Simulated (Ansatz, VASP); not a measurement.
**GaP in VASP and in Ansatz**

Contents of INCAR:

```
PREC = Accurate
ENCUT = 520
EDIFF = 1E-6
ISMEAR = 0
SIGMA = 0.05
LREAL = False
LASPH = True
NELM = 100
ALGO = Normal
ISIF = 2
LWAVE = False
LCHARG = False
GGA = PE
NBANDS = 26
```

File KPOINTS:

```
Automatic mesh
0
Gamma
  9 9 9
```

POSCAR

```
GaP
1.0
    1.9590536482      1.1310601512      5.9890882099
   -1.9590536482      1.1310601512      5.9890882099
    0.0000000000     -2.2621203024      5.9890882098
Ga P
2 2
Direct
    0.4355841032      0.4355841032      0.4355841032
    0.5644158968      0.5644158968      0.5644158968
    0.0575077006      0.0575077006      0.0575077006
    0.9424922994      0.9424922994      0.9424922994
```

Input for Ansatz:

```yaml
crystal:
  lattice:
    - [1.9590536482, 1.1310601512, 5.9890882099]
    - [-1.9590536482, 1.1310601512, 5.9890882099]
    - [0.0, -2.2621203024, 5.9890882098]
  atoms:
    - { symbol: Ga, position: [0.4355841032, 0.4355841032, 0.4355841032] }
    - { symbol: Ga, position: [0.5644158968, 0.5644158968, 0.5644158968] }
    - { symbol: P, position: [0.0575077006, 0.0575077006, 0.0575077006] }
    - { symbol: P, position: [0.9424922994, 0.9424922994, 0.9424922994] }
basis:
  ecutwfc: 420
kpoints:
  mp_grid: { grid: [9, 9, 9] }
hamiltonian:
  xc: pbe
  pseudopotentials: { kind: paw, azcp: { folder: soft_1 } }
scf:
  occupations: { method: gaussian, width: 0.05 }
output:
  forces: true
  stress: true
  eigenvalues: true
```

Alike in both runs: task single point; functional PBE; k mesh 9 × 9 × 9; occupations gaussian, width 0.05 eV; no spin polarisation.

|  | VASP | Ansatz |
| --- | --- | --- |
| version | VASP 6.6.1 | Ansatz 0.2.0 |
| potentials or method | VASP PAW PBE potentials, release 64 (Ga_d, P), cutoff 520 eV | scalar-relativistic, plane waves, PAW |
| valence electrons in the cell | 36 | 36 |

|  | VASP | Ansatz | Ansatz less VASP |
| --- | --- | --- | --- |
| gap on the k mesh at the Fermi level (eV) | 0.58 | 0.59 | +0.008 |
| least direct gap on the mesh (eV) | 0.59 | 0.59 | +0.007 |
| pressure (GPa) | 6.1 | 6.2 | +0.08 |
| traceless stress, the component that is largest in VASP (GPa) | 13.36 | 13.51 | +0.149 |
| rms of the force components (eV/Å) | 0.760 | 0.786 | +0.0255 |

Atom by atom the forces differ by 0.027 eV/Å (rms over components).
